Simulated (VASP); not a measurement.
# Sb: single point with PBE+D3(BJ)

The system is Sb, a slab with vacuum.

```
Sb
1.0
     4.06868    0.00000    0.00000
    -2.03434    3.52358    0.00000
     0.00000    0.00000   20.80003
Sb
4
Cartesian
  0.0000 2.3491 6.1500
  2.0343 1.1745 4.5000
  0.6781 3.5236 11.6500
  -1.3562 4.6981 10.0000
```

This cell differs from its parent crystal: layers slid over each other.

```
Program                : VASP 6.6.1
Task                   : single point
Functional             : PBE
Dispersion             : D3(BJ)
Potentials or basis    : VASP PAW PBE potentials, release 64 (Sb_d_GW)
Cutoff                 : 400 eV
k mesh                 : 9 × 9 × 1
Occupations            : gaussian, width 0.05 eV
Spin                   : no spin polarisation
Dipole correction      : yes
Further INCAR settings : ALGO = Normal; EDIFF = 1e-06; NBANDS = 38; NELMDL = -8
```

- Largest force: 0.082 eV/Å
- Band gap on the k mesh: 0.87 eV (least direct gap 1.45 eV)
- Dispersion energy per atom: -0.291 eV

Forces on the atoms (eV/Å):
```
Sb  -0.018  0.026  0.076
Sb  -0.006  0.016  0.011
Sb   0.011 -0.014 -0.011
Sb   0.014 -0.028 -0.076
```

Levels at points of the mesh, in eV from the valence-band top:
```
           k point  band 28  band 29  band 30  band 31  band 32  band 33
(0.00, 0.00, 0.00)    -0.04    -0.01     0.00     1.51     2.01     2.72
```

It took 11 min on 1 thread of AMD EPYC 7R43 64-Core Processor (Zen 3), on a shared host, peak memory 0.37 GiB.

Caveat: the cell differs from its parent crystal (layers slid over each other); spin-orbit coupling is left out, which moves the levels of the heavy elements.
